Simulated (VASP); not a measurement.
## CuAu: single point with PBE

Crystal: CuAu.

```
Cu Au
1.0
     2.84200    0.00000    0.00000
     0.00000    2.84200    0.00000
     0.00000    0.00000    3.61495
Cu Au
1 1
Direct
  0.50000 0.50000 0.50000
  0.00000 0.00000 0.00000
```

This cell differs from its parent crystal: strain +0.015 along x and y, -0.015 along z.

```yaml
Program: VASP 6.6.1
Task: single point
Functional: PBE
Potentials_or_basis: VASP PAW PBE potentials, release 64 (Cu, Au)
Cutoff: 520 eV
k_mesh: 18 × 18 × 14
Occupations: gaussian, width 0.15 eV
Spin: no spin polarisation
```

```
Pressure               : 4.3 GPa
Band gap on the k mesh : zero (band 11 reaches 13.90 eV, above the bottom of band 12 at 6.67 eV)
```

Stress tensor (GPa, compression positive):
```
4.32 0.00 0.00
0.00 4.32 0.00
0.00 0.00 4.14
```

Levels at points of the mesh, in eV from the Fermi level:
```
           k point  band 7  band 8  band 9  band 10  band 11  band 12  band 13  band 14  band 15  band 16
(0.00, 0.00, 0.00)   -2.79   -2.13   -1.72    -1.50    -1.50     2.52     8.53     9.61     9.61    16.38
(0.50, 0.00, 0.00)   -3.01   -2.99   -2.46    -2.25    -0.98    -0.34     9.75     9.79    11.57    11.74
(0.50, 0.50, 0.00)   -1.75   -1.71   -1.38    -1.38     0.48     0.48     4.81     6.63    10.30    11.80
(0.00, 0.00, 0.50)   -3.21   -2.84   -2.39    -2.39    -2.31    -2.05    14.10    14.35    14.35    14.98
(0.50, 0.00, 0.50)   -1.95   -1.79   -1.59    -1.55    -1.04    -1.04     2.59     4.43    15.65    15.79
(0.50, 0.50, 0.50)   -3.14   -2.16   -1.79    -1.71     5.19     5.46     5.46     5.88     6.72     7.08
```

Run time: 98 s on 1 thread of Intel(R) Xeon(R) 6975P-C (Granite Rapids) (shared host), peak memory 0.34 GiB.

Caveat: the cell differs from its parent crystal (strain +0.015 along x and y, -0.015 along z); spin-orbit coupling is left out, which moves the levels of the heavy elements.
